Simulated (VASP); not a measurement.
# LuPbSe3Br: relaxation of cell and atoms with PBE

The system is LuPbSe3Br.

```
Lu Pb Se Br
1.0
     4.37047    0.00000    0.00000
    -2.18523    3.78493    0.00000
     0.00000    0.00000   10.89680
Lu Pb Se Br
1 1 3 1
Direct
  0.33333 0.66667 0.66341
  0.00000 0.00000 0.99943
  0.66667 0.33333 0.82389
  0.33333 0.66667 0.16931
  0.00000 0.00000 0.49386
  0.66667 0.33333 0.35009
```

```
Program                : VASP 6.6.1
Task                   : relaxation of cell and atoms
Functional             : PBE
Potentials or basis    : VASP PAW PBE potentials, release 64 (Lu, Pb_d, Se, Br)
Cutoff                 : 600 eV
k mesh                 : 3 × 3 × 1
Occupations            : gaussian, width 0.15 eV
Spin                   : no spin polarisation
Dipole correction      : no
Further INCAR settings : ALGO = Normal; EDIFF = 1e-06; IBRION = 2; EDIFFG = -0.08; NSW = 36; ISIF = 3
```

The relaxed volume is 29.11 Å³/atom, the relaxed cell is a = 4.255 Å, b = 4.255 Å, c = 11.141 Å, α = 90.00°, β = 90.00°, γ = 120.00° and the space group after relaxing (to 0.05 Å) is P3m1 (No. 156). The energy gained by relaxing is 279.1 meV/atom. The ionic steps are 18, the pressure after relaxing is -0.1 GPa and the largest force after relaxing is 0.052 eV/Å. The band gap on the k mesh is 0.54 eV, indirect (least direct gap 0.55 eV).

Forces on the atoms (eV/Å):
```
Lu   0.000  0.000  0.006
Pb   0.000  0.000  0.015
Se   0.000  0.000  0.046
Se   0.000  0.000 -0.052
Se   0.000  0.000  0.003
Br   0.000  0.000 -0.018
```

Step by step:
```tsv
step	energy change (eV)	largest force (eV/Å)	pressure (GPa)	volume (Å³)
1	0.0000	2.5966	-3.38	180.25
2	-0.7738	2.2845	0.15	164.21
3	-0.9097	1.4284	6.19	150.75
4	-0.9387	1.7215	4.17	154.50
5	-1.4052	0.5621	2.52	160.70
6	-1.5014	0.4802	1.82	165.43
7	-1.5452	0.4334	-0.83	173.82
8	-1.5490	0.4157	-0.30	171.93
9	-1.5760	0.3322	-0.24	172.27
10	-1.6295	0.2906	-0.03	173.20
11	-1.6319	0.4077	0.13	173.56
12	-1.6514	0.3438	-0.02	174.72
13	-1.6591	0.2864	-0.17	176.01
14	-1.6721	0.1093	-0.07	174.73
15	-1.6739	0.1012	0.06	173.95
16	-1.6740	0.1018	0.08	174.01
17	-1.6739	0.1025	0.09	174.06
18	-1.6745	0.0520	-0.14	174.67
```

Final structure:
```xyz
6
Lattice="4.2548 0.0000 0.0000 -2.1274 3.6848 0.0000 0.0000 0.0000 11.1410" Properties=species:S:1:pos:R:3 pbc="T T T"
Lu    0.0000    2.4565    7.3941
Pb   -2.1274    3.6848    0.1493
Se    2.1274    1.2283    8.9678
Se    0.0000    2.4565    1.5527
Se    0.0000    0.0000    6.1131
Br    2.1274    1.2283    3.6754
```

Levels at points of the mesh, in eV from the valence-band top:
```csv
k point,band 30,band 31,band 32,band 33,band 34,band 35
"(0.00, 0.00, 0.00)",-0.01,-0.01,0.00,0.56,2.51,3.34
```

Run time: 9 min on 1 thread of Intel(R) Xeon(R) Platinum 8375C CPU @ 2.90GHz (Ice Lake) (shared host), peak memory 0.4 GiB.

Caveat: the k points lie up to 0.57 Å⁻¹ apart in the final cell; spin-orbit coupling is left out, which moves the levels of the heavy elements; the relaxation stopped at a loose force limit of 0.08 eV/Å, so its end isn't a converged minimum. A k mesh can miss the band edges.
